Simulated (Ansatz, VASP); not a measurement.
**KI: VASP beside Ansatz**

```xyz
2
Lattice="0.0000 3.5889 3.5889 3.5889 0.0000 3.5889 3.5889 3.5889 0.0000" Properties=species:S:1:pos:R:3 pbc="T T T"
K     0.0000    0.0000    0.0000
I     3.5889    3.5889    3.5889
```

Alike in both runs: functional PBE; k mesh 4 × 4 × 4; no spin polarisation.

Ansatz relaxed the structure, and its values are those at the end. VASP's run is a single point on that final structure, the one shown.

|  | VASP | Ansatz |
| --- | --- | --- |
| version | VASP 6.6.1 | Ansatz 0.2.0 |
| potentials or method | VASP PAW PBE potentials, release 64 (K_sv, I) | plane waves, PAW |
| plane-wave cutoff (eV) | 520 | 420 |
| occupations | gaussian, width 0.01 eV | fixed |
| valence electrons in the cell | 16 | 26 |

Ansatz gave:

| Item | Value |
| --- | --- |
| pressure (GPa) | 0.0 |

Task: Which values does VASP return?

Result: Pressure (GPa): 0.1.

VASP's potentials hold 16 valence electrons a cell and Ansatz's 26, so a difference there can come from the potentials and not from the codes.

Neither program's run includes spin-orbit coupling.
